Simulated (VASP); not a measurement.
**BaH2: relaxation of cell and atoms with PBEsol**

The system is BaH2.

```
CELL_PARAMETERS angstrom
4.46203 0.00000 0.00000
-2.23101 3.86423 0.00000
0.00000 0.00000 6.05529
ATOMIC_POSITIONS crystal
Ba 0.66667 0.33333 0.75000
Ba 0.33333 0.66667 0.25000
H 0.33333 0.66667 0.75000
H 0.66667 0.33333 0.25000
H 0.00000 0.00000 0.50000
H 0.00000 0.00000 0.00000
```

* Program: VASP 6.6.1
* Task: relaxation of cell and atoms
* Functional: PBEsol
* Potentials or basis: VASP PAW PBE potentials, release 64 (Ba_sv, H_h)
* Cutoff: 910 eV
* k mesh: 6 × 6 × 4
* Occupations: gaussian, width 0.1 eV
* Spin: no spin polarisation
* Target pressure: 13 GPa
* Dipole correction: no
* Further INCAR settings: ALGO = Normal; EDIFF = 1e-07; IBRION = 2; EDIFFG = -0.05; NSW = 80; ISIF = 3

The relaxed volume is 13.06 Å³/atom, the relaxed cell is a = 4.155 Å, b = 4.155 Å, c = 5.239 Å, α = 90.00°, β = 90.00°, γ = 120.00° and the space group after relaxing (to 0.1 Å) is P6_3/mmc (No. 194). The energy change on relaxing (the run minimises the enthalpy) is +105.6 meV/atom, the ionic steps are 9 and the pressure after relaxing is 12.8 GPa. The band gap on the k mesh is 1.57 eV (least direct gap 2.17 eV).

Stress tensor (GPa, compression positive):
```
12.75  0.00  0.00
 0.00 12.75  0.00
 0.00  0.00 12.98
```

Step by step:
```tsv
step	energy change (eV)	largest force (eV/Å)	pressure (GPa)	volume (Å³)
1	0.0000	0.0000	-1.75	104.41
2	0.4511	0.0000	10.40	82.02
3	0.6285	0.0000	12.79	79.56
4	0.6652	0.0000	13.24	79.11
5	0.6570	0.0000	13.35	78.43
6	0.6967	0.0000	13.68	77.58
7	0.6997	0.0000	13.59	77.54
8	0.7025	0.0000	13.72	77.51
9	0.6337	0.0000	12.83	78.34
```

Final structure:
```
Ba H
1.0
     4.15521    0.00000    0.00000
    -2.07760    3.59852    0.00000
     0.00000    0.00000    5.23909
Ba H
2 4
Direct
  0.66667 0.33333 0.75000
  0.33333 0.66667 0.25000
  0.33333 0.66667 0.75000
  0.66667 0.33333 0.25000
  0.00000 0.00000 0.50000
  0.00000 0.00000 0.00000
```

Levels at points of the mesh, in eV from the valence-band top:
```
           k point  band 10  band 11  band 12  band 13  band 14  band 15
(0.00, 0.00, 0.00)    -4.11    -0.40     0.00     2.35     2.35     3.59
(0.50, 0.00, 0.00)    -2.48    -1.95    -1.45     2.09     4.25     5.31
(0.00, 0.00, 0.50)    -3.41    -0.71    -0.71     2.01     2.01     2.01
(0.50, 0.00, 0.50)    -3.02    -0.94    -0.94     2.64     2.64     4.18
```

It took 4.8 min on 1 thread of Intel(R) Xeon(R) 6975P-C (Granite Rapids), on a shared host, peak memory 0.47 GiB.

Caveat: the cell is relaxed towards a set pressure, so the run minimises the enthalpy, not the energy; the volume moved by over 15 % at a fixed basis, so the end points are rough; the PAW data sets were made with another functional, which shifts forces and pressure a little; spin-orbit coupling is left out, which moves the levels of the heavy elements. A k mesh can miss the band edges.
